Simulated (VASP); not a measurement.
A run of VASP 6.6.1 is set up as follows.

INCAR

```
PREC = Accurate
ENCUT = 600
EDIFF = 1E-7
ISMEAR = 0
SIGMA = 0.1
LREAL = False
LASPH = True
NELM = 60
ALGO = Normal
ISIF = 3
LWAVE = False
LCHARG = False
GGA = PE
IBRION = 2
NSW = 100
EDIFFG = -0.01
```

Contents of KPOINTS:

```
Automatic mesh
0
Gamma
  12 12 12
```

The input POSCAR:

```
Si2Sn
1.0
    0.0000000000      3.2896533668      3.2896533668
    3.2896533668      0.0000000000      3.2896533668
    3.2896533668      3.2896533668      0.0000000000
Si Sn
2 1
Direct
    0.2500000000      0.2500000000      0.2500000000
    0.7500000000      0.7500000000      0.7500000000
    0.0000000000      0.0000000000      0.0000000000
```

Potentials or basis: VASP PAW PBE potentials, release 64 (Si, Sn_d).

Run with:

```sh
$ cat potpaw_PBE.64/Si/POTCAR potpaw_PBE.64/Sn_d/POTCAR > POTCAR
$ mpirun -np 1 vasp_std > vasp.out
```

(1) Estimate the relaxed volume.

(2) What does it give for the space group after relaxing (to 0.1 Å)?

Answers

(1) 23.53 Å³/atom.

(2) Fm-3m (No. 225).
